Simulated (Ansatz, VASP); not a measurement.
# ZnCd7S8: VASP beside Ansatz

The input INCAR:

```
PREC     = Accurate       # precision mode
ENCUT    = 500            # plane-wave cutoff, eV
EDIFF    = 1E-7           # SCF threshold, eV
ISMEAR   = 0              # smearing method
SIGMA    = 0.1            # smearing width, eV
LREAL    = False          # projectors in reciprocal space
LASPH    = True           # aspherical terms in the spheres
NELM     = 120            # most SCF steps
ALGO     = Normal         # electronic algorithm
ISIF     = 3              # what is computed and relaxed
LWAVE    = False          # write WAVECAR
LCHARG   = False          # write CHGCAR
GGA      = PS             # functional
IBRION   = 2              # ionic algorithm
NSW      = 100            # ionic steps
EDIFFG   = -0.05          # ionic threshold
GGA_COMPAT= False        
NELMIN   = 4
```

File KPOINTS:

```
Automatic mesh
0
Gamma
  4 3 3
```

The input POSCAR:

```
ZnCd7S8
1.0
    0.0000000000      0.0000000000     -6.6701763600
    4.1088365600      7.1167136800      0.0000000000
    4.1088365600     -7.1167136800      0.0000000000
Zn Cd S
1 7 8
Direct
    0.0000000000      0.1666666700      0.3333333300
    0.0000000000      0.1666666700      0.8333333300
    0.0000000000      0.6666666700      0.3333333300
    0.0000000000      0.6666666700      0.8333333300
    0.5000000000      0.3333333300      0.6666666700
    0.5000000000      0.3333333300      0.1666666700
    0.5000000000      0.8333333300      0.6666666700
    0.5000000000      0.8333333300      0.1666666700
    0.6250000000      0.1666666700      0.3333333300
    0.6250000000      0.1666666700      0.8333333300
    0.6250000000      0.6666666700      0.3333333300
    0.6250000000      0.6666666700      0.8333333300
    0.1250000000      0.3333333300      0.6666666700
    0.1250000000      0.3333333300      0.1666666700
    0.1250000000      0.8333333300      0.6666666700
    0.1250000000      0.8333333300      0.1666666700
```

Input for Ansatz:

```yaml
crystal:
  lattice:
    - [0.0, 0.0, -6.67017636]
    - [4.10883656, 7.11671368, 0.0]
    - [4.10883656, -7.11671368, 0.0]
  atoms:
    - { symbol: Zn, position: [0.0, 0.16666667, 0.33333333] }
    - { symbol: Cd, position: [0.0, 0.16666667, 0.83333333] }
    - { symbol: Cd, position: [0.0, 0.66666667, 0.33333333] }
    - { symbol: Cd, position: [0.0, 0.66666667, 0.83333333] }
    - { symbol: Cd, position: [0.5, 0.33333333, 0.66666667] }
    - { symbol: Cd, position: [0.5, 0.33333333, 0.16666667] }
    - { symbol: Cd, position: [0.5, 0.83333333, 0.66666667] }
    - { symbol: Cd, position: [0.5, 0.83333333, 0.16666667] }
    - { symbol: S, position: [0.625, 0.16666667, 0.33333333] }
    - { symbol: S, position: [0.625, 0.16666667, 0.83333333] }
    - { symbol: S, position: [0.625, 0.66666667, 0.33333333] }
    - { symbol: S, position: [0.625, 0.66666667, 0.83333333] }
    - { symbol: S, position: [0.125, 0.33333333, 0.66666667] }
    - { symbol: S, position: [0.125, 0.33333333, 0.16666667] }
    - { symbol: S, position: [0.125, 0.83333333, 0.66666667] }
    - { symbol: S, position: [0.125, 0.83333333, 0.16666667] }
basis:
  ecutwfc: 420
kpoints:
  mp_grid: { grid: [4, 3, 3] }
hamiltonian:
  xc: pbesol
scf:
  occupations: { method: gaussian, width: 0.1 }
output:
  forces: true
  stress: true
  eigenvalues: true
relax:
  adjacent_minimum: "off"
  f_tol: 0.05
  max_steps: 80
  cell: { stress_tol: 0.5 }
```

Alike in both runs: task relaxation of cell and atoms; functional PBEsol; k mesh 4 × 3 × 3; occupations gaussian, width 0.1 eV; no spin polarisation.

```csv
,VASP,Ansatz
version,VASP 6.6.1,Ansatz 0.2.0
potentials or method,"VASP PAW PBE potentials, release 64 (Zn, Cd, S), cutoff 500 eV","scalar-relativistic, plane waves, PAW"
valence electrons in the cell,144,200
```

VASP gave:

```
gap on the k mesh at the Fermi level, each at its own relaxed structure (eV) : 1.15
relaxed volume (Å³/atom)                                                     : 24.13
relaxed cell length with the largest relative difference (Å)                 : 6.665
```

Q: Estimate Ansatz's values.

A: gap on the k mesh at the Fermi level, each at its own relaxed structure (eV): 1.16; relaxed volume (Å³/atom): 23.95; relaxed cell length with the largest relative difference (Å): 6.644.

VASP's potentials were made for PBE, not for PBEsol. VASP's potentials hold 144 valence electrons a cell and Ansatz's 200, so a difference there can come from the potentials and not from the codes.
